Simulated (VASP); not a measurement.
A run of VASP 6.6.1:

INCAR

```
ALGO = Normal ; EDIFF = 1E-6
EDIFFG = -0.04 ; ENCUT = 600
GGA = PE ; IBRION = 2
ISIF = 3 ; ISMEAR = 0
IVDW = 12 ; LASPH = T
LCHARG = F ; LREAL = F
LWAVE = F ; NELM = 100
NSW = 90 ; PREC = Accurate
SIGMA = 0.1
```

KPOINTS

```
k-points
0
Gamma
  6 6 2
```

POSCAR

```
SnSe
1.0
    3.9541977200      0.0000000000      0.0000000000
   -1.9770988600      3.4244356700      0.0000000000
    0.0000000000      0.0000000000      8.4413209700
Sn Se
2 2
Direct
    0.0000000000      0.0000000000      0.1639161200
    0.0000000000      0.0000000000      0.8360838800
    0.3333333300      0.6666666700      0.3134178300
    0.3333333300      0.6666666700      0.6865821700
```

Potentials or basis: VASP PAW PBE potentials, release 64 (Sn_d, Se).

Launch:

```bash
$ cat potpaw_PBE.64/Sn_d/POTCAR potpaw_PBE.64/Se/POTCAR > POTCAR
$ mpirun -np 1 vasp_std > vasp.out
```

Hardware: 1 thread of Intel(R) Xeon(R) 6975P-C (Granite Rapids) (shared host).

**Question.** How long does it take, and how much memory?

**Answer.** Wall time 3.5 min on 1 thread of Intel(R) Xeon(R) 6975P-C (Granite Rapids) (shared host), peak memory 0.29 GiB. Counts: scf iterations 123, k points 14, ion steps 13.
